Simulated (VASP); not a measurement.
Set up this calculation in VASP 6.6.1, as the native input.

| Quantity | Value |
| --- | --- |
| Task | relaxation of the atoms |
| Functional | LDA |
| Potentials or basis | VASP PAW LDA potentials, release 64 (As) |
| Cutoff | 520 eV |
| k mesh | 7 × 6 × 1 |
| Occupations | gaussian, width 0.1 eV |
| Spin | no spin polarisation |
| Dipole correction | yes |
| Atoms held fixed (from 0) | [0, 1, 2, 3] |
| Further INCAR settings | ALGO = Normal; EDIFF = 1e-07; IBRION = 2; EDIFFG = -0.04; NSW = 60 |

The structure of As lies in POSCAR:

```
As
1.0
    3.6500000000      0.0000000000      0.0000000000
    0.0000000000      4.4700000000      0.0000000000
    0.0000000000      0.0000000000     27.9200001152
As
8
Selective dynamics
Direct
    0.5000000000      0.9400000000      0.3581661876  F F F
    0.0000000000      0.5600000000      0.3581661876  F F F
    0.5000000000      0.0600000000      0.4448424073  F F F
    0.0000000000      0.4400000000      0.4448424073  F F F
    0.0000000000      0.9400000000      0.5551575927  T T T
    0.5000000000      0.5600000000      0.5551575927  T T T
    0.0000000000      0.0600000000      0.6418338124  T T T
    0.5000000000      0.4400000000      0.6418338124  T T T
```

These files were run (other wordings do the same):

INCAR

```
SYSTEM = As
PREC = Accurate
ENCUT = 520
EDIFF = 1E-7
ISMEAR = 0
SIGMA = 0.1
LREAL = .False.
LASPH = .True.
NELM = 100
ALGO = Normal
ISIF = 2
LWAVE = .False.
LCHARG = .False.
LDIPOL = .True.
IDIPOL = 3
DIPOL = 0.5 0.5 0.500
IBRION = 2
NSW = 60
EDIFFG = -0.04
KPAR = 2
```

KPOINTS

```
regular mesh
0
Gamma
  7 6 1
  0 0 0
```

Potentials or basis: VASP PAW LDA potentials, release 64 (As).

The run is started by

```bash
$ cat potpaw_LDA.64/As/POTCAR > POTCAR
$ mpirun -np 2 vasp_std > vasp.out
```

It gave:

The energy gained by relaxing is 2.5 meV/atom. The ionic steps are 16.

It took 23 min on 2 MPI ranks on Intel(R) Xeon(R) Platinum 8259CL CPU @ 2.50GHz (Skylake/Cascade Lake) (shared host), peak memory 0.43 GiB a rank.
